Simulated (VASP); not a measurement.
# CdSe (F-43m) in VASP: further runs, part 2 of 2

VASP 6.6.1.

**4. Single point, PBEsol**

This run uses another cell than the first one, of 28.36 Å³/atom, 1.043 times its volume.

The input, INCAR:

```
SYSTEM = CdSe
ALGO     = Normal         ! electronic algorithm
EDIFF    = 1E-6           ! SCF threshold, eV
ENCUT    = 520            ! plane-wave cutoff, eV
GGA      = PS             ! functional
ISIF     = 2              ! what is computed and relaxed
ISMEAR   = -1             ! smearing method
LASPH    = .True.         ! aspherical terms in the spheres
LCHARG   = .False.        ! write CHGCAR
LREAL    = .False.        ! projectors in reciprocal space
LWAVE    = .False.        ! write WAVECAR
NBANDS   = 16             ! bands
NELM     = 60             ! most SCF steps
PREC     = Accurate       ! precision mode
SIGMA    = 0.05           ! smearing width, eV
```

The input, KPOINTS:

```
k-points
0
Gamma
  8 8 8
  0 0 0
```

The input, POSCAR:

```
CdSe
1.0
    0.0000000000      3.0496647307      3.0496647307
    3.0496647307      0.0000000000      3.0496647307
    3.0496647307      3.0496647307      0.0000000000
Cd Se
1 1
Direct
    0.0000000000      0.0000000000      0.0000000000
    0.2500000000      0.2500000000      0.2500000000
```

Potentials or basis: VASP PAW PBE potentials, release 64 (Cd, Se).

Command:

```console
$ cat potpaw_PBE.64/Cd/POTCAR potpaw_PBE.64/Se/POTCAR > POTCAR
$ mpirun -np 1 vasp_std > vasp.out
```

OUTCAR:

```text
SYSTEM = CdSe
   EDIFF = 1E-6
   ENCUT = 520
   GGA = PS
   ISIF = 2
   ISMEAR = -1
   LASPH = .True.
   LREAL = .False.
   NELM = 60
   PREC = Accurate

 ion  position               nearest neighbor table
   1  0.000  0.000  0.000-   2 2.64   2 2.64   2 2.64   2 2.64
   2  0.250  0.250  0.250-   1 2.64   1 2.64   1 2.64   1 2.64

  LATTYP: Found a face centered cubic cell.
 ALAT       =     6.0993294614

  Lattice vectors:

 A1 = (   0.0000000000,   3.0496647307,   3.0496647307)
 A2 = (   3.0496647307,   0.0000000000,   3.0496647307)
 A3 = (   3.0496647307,   3.0496647307,   0.0000000000)

Analysis of symmetry for initial positions (statically):
=====================================================================
 Subroutine PRICEL returns:
 Original cell was already a primitive cell.

 Routine SETGRP: Setting up the symmetry group for a
 face centered cubic supercell.

 Subroutine GETGRP returns: Found 24 space group operations
 (whereof 24 operations were pure point group operations)
 out of a pool of 48 trial point group operations.

The static configuration has the point symmetry T_d .

Analysis of symmetry for dynamics (positions and initial velocities):
=====================================================================
 Subroutine PRICEL returns:
 Original cell was already a primitive cell.

 Routine SETGRP: Setting up the symmetry group for a
 face centered cubic supercell.

 Subroutine GETGRP returns: Found 24 space group operations
 (whereof 24 operations were pure point group operations)
 out of a pool of 48 trial point group operations.

The dynamic configuration has the point symmetry T_d .

 Subroutine INISYM returns: Found 24 space group operations
 (whereof 24 operations are pure point group operations),
 and found     1 'primitive' translations

----------------------------------------------------------------------------------------

                                     Primitive cell

  volume of cell :      56.7265

  direct lattice vectors                    reciprocal lattice vectors
     0.000000000  3.049664731  3.049664731    -0.163952449  0.163952449  0.163952449
     3.049664731  0.000000000  3.049664731     0.163952449 -0.163952449  0.163952449
     3.049664731  3.049664731  0.000000000     0.163952449  0.163952449 -0.163952449

  length of vectors
     4.312877223  4.312877223  4.312877223     0.283973971  0.283973971  0.283973971

  position of ions in fractional coordinates (direct lattice)
     0.000000000  0.000000000  0.000000000
     0.250000000  0.250000000  0.250000000

  ion indices of the primitive-cell ions
   primitive index   ion index
                 1           1
                 2           2

----------------------------------------------------------------------------------------

 KPOINTS: k-points

Automatic generation of k-mesh.
 Grid dimensions read from file:
 generate k-points for:    8    8    8

 Generating k-lattice:

  Cartesian coordinates                     Fractional coordinates (reciprocal lattice)
    -0.020494056  0.020494056  0.020494056     0.125000000  0.000000000  0.000000000
     0.020494056 -0.020494056  0.020494056     0.000000000  0.125000000  0.000000000
     0.020494056  0.020494056 -0.020494056     0.000000000  0.000000000  0.125000000

  Length of vectors
     0.035496746  0.035496746  0.035496746

  Shift w.r.t. Gamma in fractional coordinates (k-lattice)
     0.000000000  0.000000000  0.000000000

 Subroutine IBZKPT returns following result:
 ===========================================

 Found     29 irreducible k-points:

 Following reciprocal coordinates:
            Coordinates               Weight
  0.000000  0.000000  0.000000      1.000000
  0.125000  0.000000  0.000000      8.000000
  0.250000  0.000000  0.000000      8.000000
  0.375000  0.000000  0.000000      8.000000
  0.500000  0.000000  0.000000      4.000000
  0.125000  0.125000  0.000000      6.000000
[... 16 lines left out ...]
  0.500000  0.250000  0.125000     48.000000
 -0.375000  0.250000  0.125000     24.000000
 [... further k-points ...]
   k-points           NKPTS =     29   k-points in BZ     NKDIM =     29   number of bands    NBANDS=     16
   number of dos      NEDOS =    301   number of ions     NIONS =      2
   total plane-waves  NPLWV =  32768
   dimension x,y,z NGX =    32 NGY =   32 NGZ =   32
   dimension x,y,z NGXF=    64 NGYF=   64 NGZF=   64
   ions per type =               1   1
   NGX,Y,Z   is equivalent  to a cutoff of  12.33, 12.33, 12.33 a.u.
   NGXF,Y,Z  is equivalent  to a cutoff of  24.67, 24.67, 24.67 a.u.
 SYSTEM =  CdSe
   PREC   = accura    normal or accurate (medium, high low for compatibility)
   ISTART =      0    job   : 0-new  1-cont  2-samecut
   ICHARG =      2    charge: 1-file 2-atom 10-const
   ISPIN  =      1    spin polarized calculation?
   LNONCOLLINEAR =      F non collinear calculations
   LSORBIT =      F    spin-orbit coupling
   LASPH  =      T    aspherical Exc in radial PAW
   ENCUT  =  520.0 eV  38.22 Ry    6.18 a.u.   8.02  8.02  8.02*2*pi/ulx,y,z
   NELM   =     60;   NELMIN=  2; NELMDL= -5     # of ELM steps
   EDIFF  = 0.1E-05   stopping-criterion for ELM
   LREAL  =      F    real-space projection
   EDIFFG = 0.1E-04   stopping-criterion for IOM
   NSW    =      0    number of steps for IOM
   IBRION =     -1    ionic relax: 0-MD 1-quasi-New 2-CG
   NFREE  =      0    steps in history (QN), initial steepest desc. (CG)
   ISIF   =      2    stress and relaxation
   ISYM   =      2    0-nonsym 1-usesym 2-fastsym
   POTIM  = 0.5000    time-step for ionic-motion
   TEBEG  =    0.0;   TEEND  =   0.0 temperature during run
   PSTRESS=    0.0 pullay stress
   NELECT =      18.0000    total number of electrons
   NUPDOWN=      -1.0000    fix difference up-down
   EMIN   =  10.00;   EMAX   =-10.00  energy-range for DOS
   EFERMI =   0.00;   METHOD = LEGACY
   ISMEAR =    -1;   SIGMA  =   0.05  broadening in eV -4-tet -1-fermi 0-gaus
   EFERMI_NEDOS =   21; number of points for ismear=-14 and -15
   IALGO  =     38    algorithm
   IMIX   =      4    mixing-type and parameters
     AMIX     =   0.40;   BMIX     =  1.00
     AMIX_MAG =   1.60;   BMIX_MAG =  1.00
  volume/ion in A,a.u.               =      28.36       191.40
  Fermi-wavevector in a.u.,A,eV,Ry     =   1.116615  2.110097 16.964148  1.246830
  Thomas-Fermi vector in A             =   2.253231
   LORBIT       =      0    0 simple, 1 ext, 2 COOP (PROOUT), +10 PAW based schemes
   GGA     = PS    functional components
   LHFCALC =     F    Hartree Fock is set to
   AEXX    =    0.0000 exact exchange contribution
   IVDW    =     0    specifies the selected vdW correction
   LEPSILON=     F    determine dielectric tensor
   LRPA    =     F    only Hartree local field effects (RPA)
 non-spin polarized calculation
  energy-cutoff  :      520.00
  volume of cell :       56.73
 maximum number of plane-waves:      1542
   NGX = 17   NGY = 17   NGZ = 17

 number of electron      18.0000005 magnetization

 Free energy of the ion-electron system (eV)
  ---------------------------------------------------
  ext. energy  EPLUGINS =         0.00000000
  ---------------------------------------------------
  free energy    TOTEN  =        -6.17736869 eV

  energy without entropy =       -6.17732014  energy(sigma->0) =       -6.17734442

 E-fermi :   1.0180     XC(G=0):  -9.0613

 val. band max:        0.7460447555   @ k =   0.0000   0.0000   0.0000
 cond. band min:       1.2121660998   @ k =   0.0000   0.0000   0.0000
 fundamental gap:      0.4661213443
 Fermi energy:         1.0179883237

 k-point     1 :       0.0000    0.0000    0.0000
  band No.  band energies     occupation
      1     -11.8312      2.00000
      2      -7.1381      2.00000
      3      -7.1381      2.00000
      4      -7.1381      2.00000
      5      -6.7657      2.00000
      6      -6.7657      2.00000
[... 8 lines left out ...]
     15      11.7918      0.00000
     16      11.7918      0.00000

 k-point     2 :       0.1250    0.0000    0.0000
  band No.  band energies     occupation
      1     -11.7776      2.00000
      2      -7.1210      2.00000
      3      -7.1210      2.00000
      4      -7.0914      2.00000
      5      -6.7667      2.00000
      6      -6.7667      2.00000
[... 8 lines left out ...]
     15      10.9876      0.00000
     16      11.0402      0.00000
[... 387 lines left out ...]
      5      -6.7441      2.00000
      6      -6.5358      2.00000
[... 8 lines left out ...]
     15      12.5017      0.00000
     16      13.2131      0.00000

 k-point    24 :      -0.3750    0.2500    0.1250
  band No.  band energies     occupation
      1     -11.4003      2.00000
      2      -7.0095      2.00000
      3      -6.9846      2.00000
      4      -6.7859      2.00000
      5      -6.7498      2.00000
      6      -6.3931      2.00000
[... 8 lines left out ...]
     15      12.2819      0.00000
     16      13.2522      0.00000

 [... further k-points ...]
[... 5 lines left out ...]
  --------------------------------------------------------------------------------------
  -------------------------------------------------------------------------------------
  Total       -0.0431753     -0.0431753     -0.0431753      0.0000000     -0.0000000      0.0000000
  in kB       -1.2194389     -1.2194389     -1.2194389      0.0000000     -0.0000000      0.0000000
  external PRESSURE =      -1.2194389 kB  Pullay stress =       0.0000000 kB

 VOLUME and BASIS-vectors are now :
 -----------------------------------------------------------------------------
  energy-cutoff  :      520.00
  volume of cell :       56.73
      direct lattice vectors                 reciprocal lattice vectors
     0.000000000  3.049664731  3.049664731    -0.163952449  0.163952449  0.163952449
     3.049664731  0.000000000  3.049664731     0.163952449 -0.163952449  0.163952449
     3.049664731  3.049664731  0.000000000     0.163952449  0.163952449 -0.163952449

 POSITION                                       TOTAL-FORCE (eV/Angst)
 -----------------------------------------------------------------------------------
      0.00000      0.00000      0.00000         0.000000      0.000000      0.000000
      1.52483      1.52483      1.52483        -0.000000     -0.000000     -0.000000
 -----------------------------------------------------------------------------------
    total drift:                               -0.000000     -0.000000     -0.000000

  FREE ENERGIE OF THE ION-ELECTRON SYSTEM (eV)
  ---------------------------------------------------
  free  energy   TOTEN  =        -6.1773686902 eV

  energy  without entropy=       -6.1773201399  energy(sigma->0) =       -6.17734442
```

Wall time 7.5 s (1 thread of Intel Xeon 6975P-C (Granite Rapids), shared host); peak memory 0.18 GiB.

Results:

```
Free energy            : -6.1774 eV
Pressure               : -0.1 GPa
Band gap on the k mesh : 0.47 eV, direct
```

Caveat: the PAW data sets were made with another functional, which shifts forces and pressure a little. As with any semilocal functional, this PBEsol gap is likely too small.

**5. Single point, PBEsol**

This run uses another cell than the first one, of 28.36 Å³/atom, 1.043 times its volume.

The input, INCAR:

```
PREC = Accurate ; ENCUT = 520
EDIFF = 1E-6 ; ISMEAR = -1
SIGMA = 0.05 ; LREAL = False
LASPH = True ; NELM = 100
ALGO = Normal ; ISIF = 2
LWAVE = False ; LCHARG = False
GGA = PS ; NBANDS = 16
```

The input, KPOINTS:

```
Automatic mesh
0
Gamma
  8 8 8
```

POSCAR is that of step 4.

Command:

```console
$ cat potpaw_PBE.64/Cd/POTCAR potpaw_PBE.64/Se/POTCAR > POTCAR
$ mpirun -np 1 vasp_std > vasp.out
```

It took 7.5 s on 1 thread of Intel Xeon 6975P-C (Granite Rapids), shared host; peak memory 0.18 GiB.

Results (log left out):

* Free energy: -6.1774 eV
* Pressure: -0.1 GPa
* Band gap on the k mesh: 0.47 eV, direct

Levels at points of the mesh, in eV from the valence-band top:
```
           k point  band 6  band 7  band 8  band 9  band 10  band 11  band 12  band 13
(0.00, 0.00, 0.00)   -7.51    0.00    0.00    0.00     0.47     5.85     5.85     5.85
(0.50, 0.00, 0.00)   -7.22   -4.40   -0.75   -0.75     2.28     6.36     6.36     7.26
(0.50, 0.50, 0.00)   -7.16   -4.09   -1.85   -1.85     3.02     3.67     8.94    10.08
```

Caveat: the PAW data sets were made with another functional, which shifts forces and pressure a little.

**6. Single point, PBEsol**

This run uses another cell than the first one, of 28.94 Å³/atom, 1.064 times its volume.

The input, INCAR:

```
SYSTEM = CdSe
PREC = Accurate
ENCUT = 520
EDIFF = 1E-7
ISMEAR = -1
SIGMA = 0.05
LREAL = .FALSE.
LASPH = .TRUE.
NELM = 60
ALGO = Normal
ISIF = 2
LWAVE = .FALSE.
LCHARG = .FALSE.
GGA = PS
NBANDS = 16
```

The input, KPOINTS:

```
regular mesh
0
G
  8 8 8
  0 0 0
```

The input, POSCAR:

```
CdSe
1.0
    0.0000000000      3.0702711986      3.0702711986
    3.0702711986      0.0000000000      3.0702711986
    3.0702711986      3.0702711986      0.0000000000
Cd Se
1 1
Direct
    0.0000000000      0.0000000000      0.0000000000
    0.2500000000      0.2500000000      0.2500000000
```

Potentials or basis: VASP PAW PBE potentials, release 64 (Cd, Se).

Command:

```console
$ cat potpaw_PBE.64/Cd/POTCAR potpaw_PBE.64/Se/POTCAR > POTCAR
$ mpirun -np 1 vasp_std > vasp.out
```

OUTCAR:

```text
SYSTEM = CdSe
   PREC = Accurate
   ENCUT = 520
   EDIFF = 1E-7
   ISMEAR = -1
   LREAL = .FALSE.
   LASPH = .TRUE.
   NELM = 60
   ISIF = 2
   GGA = PS

 ion  position               nearest neighbor table
   1  0.000  0.000  0.000-   2 2.66   2 2.66   2 2.66   2 2.66
   2  0.250  0.250  0.250-   1 2.66   1 2.66   1 2.66   1 2.66

  LATTYP: Found a face centered cubic cell.
 ALAT       =     6.1405423972

  Lattice vectors:

 A1 = (   0.0000000000,   3.0702711986,   3.0702711986)
[... 624 lines left out ...]
      3      -7.0839      2.00000
      4      -6.8964      2.00000
      5      -6.8627      2.00000
      6      -6.5249      2.00000
[... 8 lines left out ...]
     15      12.0671      0.00000
     16      13.0185      0.00000

 [... further k-points ...]
[... 5 lines left out ...]
  --------------------------------------------------------------------------------------
  -------------------------------------------------------------------------------------
  Total       -0.4016994     -0.4016994     -0.4016994     -0.0000000      0.0000000     -0.0000000
  in kB      -11.1186374    -11.1186374    -11.1186374     -0.0000000      0.0000000     -0.0000000
  external PRESSURE =     -11.1186374 kB  Pullay stress =       0.0000000 kB

 VOLUME and BASIS-vectors are now :
 -----------------------------------------------------------------------------
  energy-cutoff  :      520.00
  volume of cell :       57.88
      direct lattice vectors                 reciprocal lattice vectors
     0.000000000  3.070271199  3.070271199    -0.162852063  0.162852063  0.162852063
     3.070271199  0.000000000  3.070271199     0.162852063 -0.162852063  0.162852063
     3.070271199  3.070271199  0.000000000     0.162852063  0.162852063 -0.162852063

 POSITION                                       TOTAL-FORCE (eV/Angst)
 -----------------------------------------------------------------------------------
      0.00000      0.00000      0.00000         0.000000      0.000000      0.000000
      1.53514      1.53514      1.53514        -0.000000     -0.000000     -0.000000
 -----------------------------------------------------------------------------------
    total drift:                               -0.000000     -0.000000     -0.000000

  FREE ENERGIE OF THE ION-ELECTRON SYSTEM (eV)
  ---------------------------------------------------
  free  energy   TOTEN  =        -6.1729140364 eV

  energy  without entropy=       -6.1728451712  energy(sigma->0) =       -6.17287960
```

OSZICAR:

```text
N       E                     dE             d eps       ncg     rms          rms(c)
DAV:   1     0.105192639162E+03    0.10519E+03   -0.87935E+03   936   0.101E+03
DAV:   2    -0.242462259647E+01   -0.10762E+03   -0.10201E+03  1152   0.246E+02
DAV:   3    -0.653658960501E+01   -0.41120E+01   -0.41060E+01  1040   0.497E+01
DAV:   4    -0.655510379977E+01   -0.18514E-01   -0.18514E-01  1224   0.330E+00
DAV:   5    -0.655521528991E+01   -0.11149E-03   -0.11149E-03  1072   0.222E-01    0.559E+00
DAV:   6    -0.619662789848E+01    0.35859E+00   -0.57851E-01  1360   0.957E+00    0.456E+00
DAV:   7    -0.617429318009E+01    0.22335E-01   -0.12451E-01  1088   0.241E+00    0.209E+00
DAV:   8    -0.617295206550E+01    0.13411E-02   -0.12428E-02  1072   0.135E+00    0.214E-01
DAV:   9    -0.617286498583E+01    0.87080E-04   -0.13322E-03  1144   0.481E-01    0.430E-02
DAV:  10    -0.617288778091E+01   -0.22795E-04   -0.14283E-04  1128   0.152E-01    0.384E-02
DAV:  11    -0.617291432109E+01   -0.26540E-04   -0.46533E-05  1136   0.492E-02    0.172E-02
DAV:  12    -0.617291382786E+01    0.49323E-06   -0.14940E-06  1104   0.150E-02    0.896E-03
DAV:  13    -0.617291405828E+01   -0.23042E-06   -0.12793E-06  1144   0.706E-03    0.299E-03
DAV:  14    -0.617291403636E+01    0.21923E-07   -0.68931E-08   888   0.171E-03
   1 F= -.61729140E+01 E0= -.61728796E+01  d E =-.688652E-04
```

stdout:

```text
POSCAR found type information on POSCAR CdSe
 POSCAR found :  2 types and       2 ions
 scaLAPACK will be used
 -----------------------------------------------------------------------------
|                                                                             |
|                                                                             |
|     You enforced a specific xc type in the INCAR file but a different       |
|     I HOPE YOU KNOW WHAT YOU ARE DOING!                                     |
|                                                                             |
 -----------------------------------------------------------------------------

 LDA part: xc-table for (Slater+PW92), standard interpolation
 POSCAR, INCAR and KPOINTS ok, starting setup
 FFT: planning ... GRIDC
 FFT: planning ... GRID_SOFT
 FFT: planning ... GRID
 WAVECAR not read
 entering main loop
```

Run time: 8.6 s. Hardware: 1 thread of Intel Xeon 6975P-C (Granite Rapids), shared host; peak memory 0.18 GiB.

What came out:

```
Free energy            : -6.1729 eV
Pressure               : -1.1 GPa
Band gap on the k mesh : 0.43 eV, direct
```

Caveat: the PAW data sets were made with another functional, which shifts forces and pressure a little.

**7. Overview**

```csv
cell,gap on the mesh (eV),pressure (GPa)
"a = 4.253 Å, angles 60.0°, 2 atoms",0.55,2.2
"a = 4.283 Å, angles 60.0°, 2 atoms",0.51,1.0
"a = 4.313 Å, angles 60.0°, 2 atoms",0.47,-0.1
"a = 4.342 Å, angles 60.0°, 2 atoms",0.43,-1.1
```

Alike in all rows: task single point; level PBEsol; potentials or basis VASP PAW PBE potentials, release 64 (Cd, Se); no spin polarisation; k mesh 8 × 8 × 8; cutoff (eV) 520; smearing fermi-dirac 0.05 eV.

Caveats: the PAW data sets were made with another functional, which shifts forces and pressure a little.

Total energies depend on the potentials used, so only differences within one code and one set of settings carry meaning.
